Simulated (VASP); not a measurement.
# Pd (Fm-3m) in VASP: notebook, part 2 of 2

VASP 6.6.1. The steps go on from the part before.

## Step 3: Single point, LDA (volume scaled by 0.76)

The input, INCAR:

```
  PREC = Accurate
  ENCUT = 520
  EDIFF = 1E-6
  ISMEAR = -1
  SIGMA = 0.1
  LREAL = False
  LASPH = True
  NELM = 100
  ALGO = Normal
  ISIF = 2
  LWAVE = False
  LCHARG = False
  GGA = CA
  NBANDS = 11
```

The input, KPOINTS:

```
regular mesh
0
Gamma
  17 17 17
```

The input, POSCAR:

```
Pd
1.0
    0.0000000000      1.7527702153      1.7527702153
    1.7527702153      0.0000000000      1.7527702153
    1.7527702153      1.7527702153      0.0000000000
Pd
1
Direct
    0.0000000000      0.0000000000      0.0000000000
```

Potentials or basis: VASP PAW LDA potentials, release 64 (Pd).

Run with:

```
> cat potpaw_LDA.64/Pd/POTCAR > POTCAR
> mpirun -np 1 vasp_std > vasp.out
```

OUTCAR:

```text
PREC = Accurate
   ENCUT = 520
   EDIFF = 1E-6
   ISMEAR = -1
   LREAL = False
   LASPH = True
   NELM = 100
   ISIF = 2
   GGA = CA

 ion  position               nearest neighbor table
   1  0.000  0.000  0.000-

  LATTYP: Found a face centered cubic cell.
 ALAT       =     3.5055404306

  Lattice vectors:

 A1 = (   0.0000000000,   1.7527702153,   1.7527702153)
 A2 = (   1.7527702153,   0.0000000000,   1.7527702153)
 A3 = (   1.7527702153,   1.7527702153,   0.0000000000)

Analysis of symmetry for initial positions (statically):
=====================================================================
 Subroutine PRICEL returns:
 Original cell was already a primitive cell.

 Routine SETGRP: Setting up the symmetry group for a
 face centered cubic supercell.

 Subroutine GETGRP returns: Found 48 space group operations
 (whereof 48 operations were pure point group operations)
 out of a pool of 48 trial point group operations.

The static configuration has the point symmetry O_h .

Analysis of symmetry for dynamics (positions and initial velocities):
=====================================================================
 Subroutine PRICEL returns:
 Original cell was already a primitive cell.

 Routine SETGRP: Setting up the symmetry group for a
 face centered cubic supercell.

 Subroutine GETGRP returns: Found 48 space group operations
 (whereof 48 operations were pure point group operations)
 out of a pool of 48 trial point group operations.

The dynamic configuration has the point symmetry O_h .

 Subroutine INISYM returns: Found 48 space group operations
 (whereof 48 operations are pure point group operations),
 and found     1 'primitive' translations

----------------------------------------------------------------------------------------

                                     Primitive cell

  volume of cell :      10.7697

  direct lattice vectors                    reciprocal lattice vectors
     0.000000000  1.752770215  1.752770215    -0.285262720  0.285262720  0.285262720
     1.752770215  0.000000000  1.752770215     0.285262720 -0.285262720  0.285262720
     1.752770215  1.752770215  0.000000000     0.285262720  0.285262720 -0.285262720

  length of vectors
     2.478791410  2.478791410  2.478791410     0.494089525  0.494089525  0.494089525

  position of ions in fractional coordinates (direct lattice)
     0.000000000  0.000000000  0.000000000

  ion indices of the primitive-cell ions
   primitive index   ion index
                 1           1

----------------------------------------------------------------------------------------

 KPOINTS: regular mesh

Automatic generation of k-mesh.
 Grid dimensions read from file:
 generate k-points for:   17   17   17

 Generating k-lattice:

  Cartesian coordinates                     Fractional coordinates (reciprocal lattice)
    -0.016780160  0.016780160  0.016780160     0.058823529  0.000000000  0.000000000
     0.016780160 -0.016780160  0.016780160     0.000000000  0.058823529  0.000000000
     0.016780160  0.016780160 -0.016780160     0.000000000  0.000000000  0.058823529

  Length of vectors
     0.029064090  0.029064090  0.029064090

  Shift w.r.t. Gamma in fractional coordinates (k-lattice)
     0.000000000  0.000000000  0.000000000

 Subroutine IBZKPT returns following result:
 ===========================================

 Found    165 irreducible k-points:

 Following reciprocal coordinates:
            Coordinates               Weight
  0.000000  0.000000  0.000000      1.000000
  0.058824  0.000000  0.000000      8.000000
  0.117647  0.000000  0.000000      8.000000
  0.176471  0.000000  0.000000      8.000000
  0.235294  0.000000  0.000000      8.000000
  0.294118  0.000000  0.000000      8.000000
[... 16 lines left out ...]
 -0.176471  0.058824  0.000000     24.000000
 -0.117647  0.058824  0.000000     24.000000
 [... further k-points ...]
   k-points           NKPTS =    165   k-points in BZ     NKDIM =    165   number of bands    NBANDS=     11
   number of dos      NEDOS =    301   number of ions     NIONS =      1
   total plane-waves  NPLWV =   5832
   dimension x,y,z NGX =    18 NGY =   18 NGZ =   18
   dimension x,y,z NGXF=    36 NGYF=   36 NGZF=   36
   ions per type =               1
   NGX,Y,Z   is equivalent  to a cutoff of  12.07, 12.07, 12.07 a.u.
   NGXF,Y,Z  is equivalent  to a cutoff of  24.14, 24.14, 24.14 a.u.
 SYSTEM =  unknown system
   PREC   = accura    normal or accurate (medium, high low for compatibility)
   ISTART =      0    job   : 0-new  1-cont  2-samecut
   ICHARG =      2    charge: 1-file 2-atom 10-const
   ISPIN  =      1    spin polarized calculation?
   LNONCOLLINEAR =      F non collinear calculations
   LSORBIT =      F    spin-orbit coupling
   LASPH  =      T    aspherical Exc in radial PAW
   ENCUT  =  520.0 eV  38.22 Ry    6.18 a.u.   4.61  4.61  4.61*2*pi/ulx,y,z
   NELM   =    100;   NELMIN=  2; NELMDL= -5     # of ELM steps
   EDIFF  = 0.1E-05   stopping-criterion for ELM
   LREAL  =      F    real-space projection
   EDIFFG = 0.1E-04   stopping-criterion for IOM
   NSW    =      0    number of steps for IOM
   IBRION =     -1    ionic relax: 0-MD 1-quasi-New 2-CG
   NFREE  =      0    steps in history (QN), initial steepest desc. (CG)
   ISIF   =      2    stress and relaxation
   ISYM   =      2    0-nonsym 1-usesym 2-fastsym
   POTIM  = 0.5000    time-step for ionic-motion
   TEBEG  =    0.0;   TEEND  =   0.0 temperature during run
   PSTRESS=    0.0 pullay stress
   NELECT =      10.0000    total number of electrons
   NUPDOWN=      -1.0000    fix difference up-down
   EMIN   =  10.00;   EMAX   =-10.00  energy-range for DOS
   EFERMI =   0.00;   METHOD = LEGACY
   ISMEAR =    -1;   SIGMA  =   0.10  broadening in eV -4-tet -1-fermi 0-gaus
   EFERMI_NEDOS =   21; number of points for ismear=-14 and -15
   IALGO  =     38    algorithm
   IMIX   =      4    mixing-type and parameters
     AMIX     =   0.40;   BMIX     =  1.00
     AMIX_MAG =   1.60;   BMIX_MAG =  1.00
  volume/ion in A,a.u.               =      10.77        72.68
  Fermi-wavevector in a.u.,A,eV,Ry     =   1.597128  3.018135 34.706004  2.550819
  Thomas-Fermi vector in A             =   2.694783
   LORBIT       =      0    0 simple, 1 ext, 2 COOP (PROOUT), +10 PAW based schemes
   GGA     = CA    functional components
   LHFCALC =     F    Hartree Fock is set to
   AEXX    =    0.0000 exact exchange contribution
   IVDW    =     0    specifies the selected vdW correction
   LEPSILON=     F    determine dielectric tensor
   LRPA    =     F    only Hartree local field effects (RPA)
 non-spin polarized calculation
  energy-cutoff  :      520.00
  volume of cell :       10.77
 maximum number of plane-waves:       303
   NGX =  9   NGY =  9   NGZ =  9

 number of electron      10.0000000 magnetization

 number of electron       9.9999999 magnetization

 Free energy of the ion-electron system (eV)
  ---------------------------------------------------
  ext. energy  EPLUGINS =         0.00000000
  ---------------------------------------------------
  free energy    TOTEN  =        -5.49214859 eV

  energy without entropy =       -5.44594595  energy(sigma->0) =       -5.46904727

 E-fermi :  16.0938     XC(G=0): -15.5243

 val. band max:       16.0934925128   @ k =  -0.1765   0.1765   0.0000
 cond. band min:      16.0939228509   @ k =   0.4706   0.0588   0.0000
 fundamental gap:      0.0004303381
 Fermi energy:        16.0937581468

 k-point     1 :       0.0000    0.0000    0.0000
  band No.  band energies     occupation
      1       6.1144      2.00000
      2      11.3368      2.00000
      3      11.3368      2.00000
      4      11.3368      2.00000
      5      14.0631      2.00000
      6      14.0631      2.00000
      7      32.6700      0.00000
      8      39.3270      0.00000
      9      39.3270      0.00000
     10      39.3270      0.00000
     11      40.4624      0.00000
[... 309 lines left out ...]
 k-point    24 :      -0.1176    0.0588    0.0000
  band No.  band energies     occupation
      1       7.1099      2.00000
      2      10.8789      2.00000
      3      11.7089      2.00000
      4      11.7688      2.00000
      5      13.6347      2.00000
      6      14.1559      2.00000
      7      34.2015      0.00000
      8      36.1065      0.00000
      9      39.9907      0.00000
     10      40.4780      0.00000
     11      41.4124      0.00000

 [... further k-points ...]

------------------------ aborting loop because EDIFF is reached ----------------------------------------

  FORCE on cell =-STRESS in cart. coord.  units (eV):
  Direction    XX          YY          ZZ          XY          YZ          ZX
  --------------------------------------------------------------------------------------
  -------------------------------------------------------------------------------------
  Total        8.6522025      8.6522025      8.6522025     -0.0000000     -0.0000000      0.0000000
  in kB     1287.1593203   1287.1593203   1287.1593203     -0.0000000     -0.0000000      0.0000000
  external PRESSURE =    1287.1593203 kB  Pullay stress =       0.0000000 kB

 VOLUME and BASIS-vectors are now :
 -----------------------------------------------------------------------------
  energy-cutoff  :      520.00
  volume of cell :       10.77
      direct lattice vectors                 reciprocal lattice vectors
     0.000000000  1.752770215  1.752770215    -0.285262720  0.285262720  0.285262720
     1.752770215  0.000000000  1.752770215     0.285262720 -0.285262720  0.285262720
     1.752770215  1.752770215  0.000000000     0.285262720  0.285262720 -0.285262720

 POSITION                                       TOTAL-FORCE (eV/Angst)
 -----------------------------------------------------------------------------------
      0.00000      0.00000      0.00000         0.000000      0.000000      0.000000
 -----------------------------------------------------------------------------------
    total drift:                                0.000000      0.000000     -0.000000

  FREE ENERGIE OF THE ION-ELECTRON SYSTEM (eV)
  ---------------------------------------------------
  free  energy   TOTEN  =        -5.4921485858 eV

  energy  without entropy=       -5.4459459495  energy(sigma->0) =       -5.46904727
```

stdout:

```text
POSCAR found type information on POSCAR Pd
 POSCAR found :  1 types and       1 ions
 scaLAPACK will be used
 LDA part: xc-table for (Slater(with rela. corr.)+CA(PZ))
 , standard interpolation
 POSCAR, INCAR and KPOINTS ok, starting setup
 FFT: planning ... GRIDC
 FFT: planning ... GRID_SOFT
 FFT: planning ... GRID
 WAVECAR not read
 entering main loop
```

It took 13 s on 1 thread of Intel Xeon 6975P-C, shared host; peak memory 0.13 GiB.

What came out:

```yaml
Free_energy: -5.4921 eV
Pressure: 128.7 GPa
Band_gap_on_the_k_mesh: zero (band 5 reaches 16.60 eV, above the bottom of band 6 at 13.92 eV)
```

Levels at points of the mesh, in eV from the Fermi level:
```
           k point  band 3  band 4  band 5  band 6  band 7  band 8
(0.00, 0.00, 0.00)   -4.76   -4.76   -2.03   -2.03   16.58   23.23
```

## Step 4: Single point, LDA (volume scaled by 0.76)

The input, INCAR:

```
SYSTEM = Pd
PREC = Accurate ; ENCUT = 520
EDIFF = 1E-7 ; ISMEAR = -1
SIGMA = 0.1 ; LREAL = .FALSE.
LASPH = .TRUE. ; NELM = 80
ALGO = Normal ; ISIF = 2
LWAVE = .FALSE. ; LCHARG = .TRUE.
LELF = .TRUE. ; LVHAR = .TRUE.
NBANDS = 11
```

The input, KPOINTS:

```
regular mesh
0
G
  17 17 17
  0 0 0
```

POSCAR is that of step 3.

Run with:

```
> cat potpaw_LDA.64/Pd/POTCAR > POTCAR
> mpirun -np 1 vasp_std > vasp.out
```

It took 18 s on 1 thread of Intel Xeon 6975P-C, shared host; peak memory 0.13 GiB.

Results (log left out):

```
Free energy            : -5.4921 eV
Pressure               : 128.7 GPa
Band gap on the k mesh : zero (band 5 reaches 16.60 eV, above the bottom of band 6 at 13.92 eV)
```

Levels at points of the mesh, in eV from the Fermi level:
```
           k point  band 1  band 2  band 3  band 4  band 5  band 6  band 7  band 8  band 9  band 10
(0.00, 0.00, 0.00)   -9.98   -4.76   -4.76   -4.76   -2.03   -2.03   16.58   23.23   23.23    23.23
```

## Step 5: Single point, LDA (volume scaled by 0.76)

The input, INCAR:

```
SYSTEM = Pd
  ALGO = Normal
  EDIFF = 1E-6
  ENCUT = 520
  GGA = CA
  ISIF = 2
  ISMEAR = -1
  LASPH = .TRUE.
  LCHARG = .TRUE.
  LELF = .TRUE.
  LREAL = .FALSE.
  LVHAR = .TRUE.
  LWAVE = .FALSE.
  NBANDS = 11
  NELM = 80
  PREC = Accurate
  SIGMA = 0.1
```

The input, KPOINTS:

```
k-points
0
G
  17 17 17
  0 0 0
```

POSCAR is that of step 4.

Run with:

```
> cat potpaw_LDA.64/Pd/POTCAR > POTCAR
> mpirun -np 1 vasp_std > vasp.out
```

It took 14 s on 1 thread of Intel Xeon 6975P-C, shared host; peak memory 0.13 GiB.

It converged, with:

| Item | Value |
| --- | --- |
| Free energy | -5.4921 eV |
| Pressure | 128.7 GPa |
| Band gap on the k mesh | zero (band 5 reaches 16.60 eV, above the bottom of band 6 at 13.92 eV) |

Levels at points of the mesh, in eV from the Fermi level:
```
           k point  band 2  band 3  band 4  band 5  band 6  band 7  band 8  band 9
(0.00, 0.00, 0.00)   -4.76   -4.76   -4.76   -2.03   -2.03   16.58   23.23   23.23
```

## Step 6: Single point, LDA (volume scaled by 0.84)

The input, INCAR:

```
PREC = Accurate
ENCUT = 520
EDIFF = 1E-6
ISMEAR = -1
SIGMA = 0.1
LREAL = False
LASPH = True
NELM = 100
ALGO = Normal
ISIF = 2
LWAVE = False
LCHARG = False
NBANDS = 11
```

The input, KPOINTS:

```
Automatic mesh
0
Gamma
  17 17 17
```

The input, POSCAR:

```
Pd
1.0
    0.0000000000      1.8122309754      1.8122309754
    1.8122309754      0.0000000000      1.8122309754
    1.8122309754      1.8122309754      0.0000000000
Pd
1
Direct
    0.0000000000      0.0000000000      0.0000000000
```

Potentials or basis: VASP PAW LDA potentials, release 64 (Pd).

Run with:

```
> cat potpaw_LDA.64/Pd/POTCAR > POTCAR
> mpirun -np 1 vasp_std > vasp.out
```

Wall time 16 s (1 thread of Intel Xeon 6975P-C, shared host); peak memory 0.13 GiB.

It converged, with:

- Free energy: -6.1515 eV
- Pressure: 63.1 GPa
- Band gap on the k mesh: zero (band 5 reaches 14.18 eV, above the bottom of band 6 at 11.93 eV)

Levels at points of the mesh, in eV from the Fermi level:
```
           k point  band 3  band 4  band 5  band 6  band 7  band 8
(0.00, 0.00, 0.00)   -4.06   -4.06   -1.74   -1.74   16.91   22.92
```

## Step 7: The runs side by side

```tsv
cell	gap on the mesh (eV)	pressure (GPa)
a = 2.389 Å, angles 60.0°, 1 atom	none	240.4
a = 2.479 Å, angles 60.0°, 1 atom	none	128.7
a = 2.563 Å, angles 60.0°, 1 atom	none	63.1
```

Alike in all rows: task single point; level LDA; potentials or basis VASP PAW LDA potentials, release 64 (Pd); no spin polarisation; k mesh 17 × 17 × 17; cutoff (eV) 520; smearing fermi-dirac 0.1 eV.

Absolute energies hang on the potentials; compare differences alone.
